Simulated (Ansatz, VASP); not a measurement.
## Hf: VASP beside Ansatz

File INCAR:

```
ALGO = Normal
EDIFF = 1E-6
EDIFFG = -0.01
ENCUT = 600
GGA = PE
IBRION = 2
ISIF = 3
ISMEAR = -1
IVDW = 12
LASPH = True
LCHARG = False
LREAL = False
LWAVE = False
NELM = 100
NSW = 60
PREC = Accurate
SIGMA = 0.05
```

The input KPOINTS:

```
k-points
0
Gamma
  10 10 5
```

POSCAR

```
Hf
1.0
    3.1967000000      0.0000000000      0.0000000000
   -1.5983500000      2.7684234083      0.0000000000
    0.0000000000      0.0000000000      5.0578000000
Hf
2
Direct
    0.6666666667      0.3333333333      0.7500000000
    0.3333333333      0.6666666667      0.2500000000
```

input.yaml

```yaml
crystal:
  lattice:
    - [3.1967, 0.0, 0.0]
    - [-1.59835, 2.7684234083, 0.0]
    - [0.0, 0.0, 5.0578]
  atoms:
    - { symbol: Hf, position: [0.6666666667, 0.3333333333, 0.75] }
    - { symbol: Hf, position: [0.3333333333, 0.6666666667, 0.25] }
hamiltonian:
  xc: pbe
  pseudopotentials: { kind: paw }
  dispersion: d3bj
kpoints:
  mp_grid: { grid: [10, 10, 5] }
scf:
  occupations: { method: fermi_dirac, width: 0.05 }
output:
  forces: true
  stress: true
relax:
  f_tol: 0.01
  max_steps: 40
  cell: { stress_tol: 0.05 }
```

Alike in both runs: task relaxation of cell and atoms; functional PBE; dispersion D3(BJ); k mesh 10 × 10 × 5; occupations fermi-dirac, width 0.05 eV; no spin polarisation.

|  | VASP | Ansatz |
| --- | --- | --- |
| version | VASP 6.6.1 | Ansatz 0.2.0 |
| potentials or method | VASP PAW PBE potentials, release 64 (Hf_pv) | Ansatz PAW |
| plane-wave cutoff (eV) | 600 | 420 |
| valence electrons in the cell | 20 | 52 |

```tsv
	VASP	Ansatz	Ansatz less VASP
relaxed volume (Å³/atom)	21.73	21.81	+0.081
relaxed cell length with the largest relative difference (Å)	5.004	5.010	+0.0062
```

VASP's potentials hold 20 valence electrons a cell and Ansatz's 52, so a difference there can come from the potentials and not from the codes.

Neither program's run includes spin-orbit coupling. Noted on Ansatz's run: the plane-wave basis is chosen anew once the cell has moved, so the energies of steps on either side of that aren't comparable.
